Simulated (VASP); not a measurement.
Write the native input for VASP 6.6.1 that does the following.

```
Task                   : single point
Functional             : PBE
Potentials or basis    : VASP PAW PBE potentials, release 64 (Mg, O)
Cutoff                 : 520 eV
k mesh                 : 7 × 7 × 7
Occupations            : fermi-dirac, width 0.0612256 eV
Spin                   : no spin polarisation
Dipole correction      : no
Further INCAR settings : ALGO = Normal; EDIFF = 1e-06; NBANDS = 47
```

The structure of Mg2O5 (cubic X2O5 type) lies in POSCAR:

```
Mg2O5
1.0
    5.1088166323      0.0000000000      0.0000000000
    0.0000000000      5.1088166323      0.0000000000
    0.0000000000      0.0000000000      5.1088166323
Mg O
4 10
Direct
    0.0000000000      0.0000000000      0.0000000000
    0.5000000000      0.5000000000      0.0000000000
    0.5000000000      0.0000000000      0.5000000000
    0.0000000000      0.5000000000      0.5000000000
    0.5000000000      0.0000000000      0.0000000000
    0.0000000000      0.5000000000      0.0000000000
    0.0000000000      0.0000000000      0.5000000000
    0.5000000000      0.5000000000      0.5000000000
    0.7500000000      0.7500000000      0.2500000000
    0.7500000000      0.2500000000      0.7500000000
    0.2500000000      0.7500000000      0.7500000000
    0.7500000000      0.2500000000      0.2500000000
    0.2500000000      0.7500000000      0.2500000000
    0.2500000000      0.2500000000      0.7500000000
```

These files were run (other wordings do the same):

INCAR

```
PREC = Accurate
ENCUT = 520
EDIFF = 1E-6
ISMEAR = -1
SIGMA = 0.06122561905347299
LREAL = F
LASPH = T
NELM = 80
ALGO = Normal
ISIF = 2
LWAVE = F
LCHARG = F
GGA = PE
NBANDS = 47
```

KPOINTS

```
regular mesh
0
Gamma
  7 7 7
```

Potentials or basis: VASP PAW PBE potentials, release 64 (Mg, O).

Launch:

```sh
$ cat potpaw_PBE.64/Mg/POTCAR potpaw_PBE.64/O/POTCAR > POTCAR
$ mpirun -np 1 vasp_std > vasp.out
```

Results of the run:

```yaml
Pressure: 4.6 GPa
Band_gap_on_the_k_mesh: zero (bands 34 and 35 overlap by 0.27 eV)
```

Caveat: the cell stands under pressure; semilocal functionals underestimate gaps, so a narrow gap can read as zero.

Run time: 76 s on 1 thread of AMD EPYC 9R45 96-Core Processor (Zen 5), with other jobs on the host, peak memory 0.25 GiB.
